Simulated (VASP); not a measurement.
Set up this calculation in VASP 6.6.1, as the native input.

- Task: single point
- Functional: PBE
- Potentials or basis: VASP PAW PBE potentials, release 64 (H, Si, Cl)
- Cutoff: 520 eV
- k mesh: 2 × 2 × 1
- Occupations: fermi-dirac, width 0.02 eV
- Spin: no spin polarisation
- Dipole correction: no
- Further INCAR settings: LREAL = Auto; ALGO = Normal; EDIFF = 1e-06; NBANDS = 74

The structure of Si10H5Cl lies in POSCAR:

```
Si10H5Cl
1.0
    7.6791800000      0.0000000000      0.0000000000
    0.0000000000      7.6791800000      0.0000000000
    0.0000000000      0.0000000000     20.2543620000
H Si Cl
10 20 2
Direct
    0.4093920184      0.0000000000      0.0493720809
    0.0906079816      0.0000000000      0.0493720809
    0.9093920184      0.0000000000      0.0493720809
    0.5906079816      0.0000000000      0.0493720809
    0.4093920184      0.5000000000      0.0493720809
    0.0906079816      0.5000000000      0.0493720809
    0.9093920184      0.5000000000      0.0493720809
    0.5906079816      0.5000000000      0.0493720809
    0.2037569115      0.3149885795      0.4734960795
    0.7502377858      0.4789541331      0.4277255931
    0.2500000000      0.0000000000      0.0921036170
    0.7500000000      0.0000000000      0.0921036170
    0.2500000000      0.5000000000      0.0921036170
    0.7500000000      0.5000000000      0.0921036170
    0.2499316333      0.2500869885      0.1575037022
    0.7499212155      0.2500679760      0.1545867009
    0.2500334671      0.7498934782      0.1622576905
    0.7500494845      0.7501600431      0.1617587362
   -0.0039472965      0.2507207801      0.2211290585
    0.5037820444      0.2507852401      0.2211739871
   -0.0011592384      0.7499743462      0.2320622096
    0.5012751361      0.7499772111      0.2320754907
   -0.0063366141      0.0122783943      0.2944332189
    0.5065452301      0.0122748783      0.2944623978
   -0.0079568391      0.4883569600      0.2948385143
    0.5083868330      0.4884035795      0.2949010193
    0.2500826911      0.1049617277      0.3430262578
    0.7501018338      0.0941558864      0.3571722970
    0.2501677262      0.3954281577      0.3420343726
    0.7502862285      0.4089147539      0.3587645466
    0.1550459815      0.3610608164      0.5327813831
   -0.2504452298     -0.0099419469      0.4521911379
```

The input as run:

INCAR

```
PREC = Accurate
ENCUT = 520
EDIFF = 1E-6
ISMEAR = -1
SIGMA = 0.02
LREAL = Auto
LASPH = T
NELM = 100
ALGO = Normal
ISIF = 2
LWAVE = F
LCHARG = F
GGA = PE
NBANDS = 74
```

KPOINTS

```
regular mesh
0
Gamma
  2 2 1
```

Potentials or basis: VASP PAW PBE potentials, release 64 (H, Si, Cl).

Command:

```sh
$ cat potpaw_PBE.64/H/POTCAR potpaw_PBE.64/Si/POTCAR potpaw_PBE.64/Cl/POTCAR > POTCAR
$ mpirun -np 1 vasp_std > vasp.out
```

Results of the run:

```yaml
Largest_force: 0.651 eV/Å
Band_gap_on_the_k_mesh: 0.43 eV, indirect (least direct gap 0.75 eV)
```

Run time: 9.2 min on 1 thread of Intel(R) Xeon(R) 6975P-C (Granite Rapids) (shared host), peak memory 1.2 GiB.
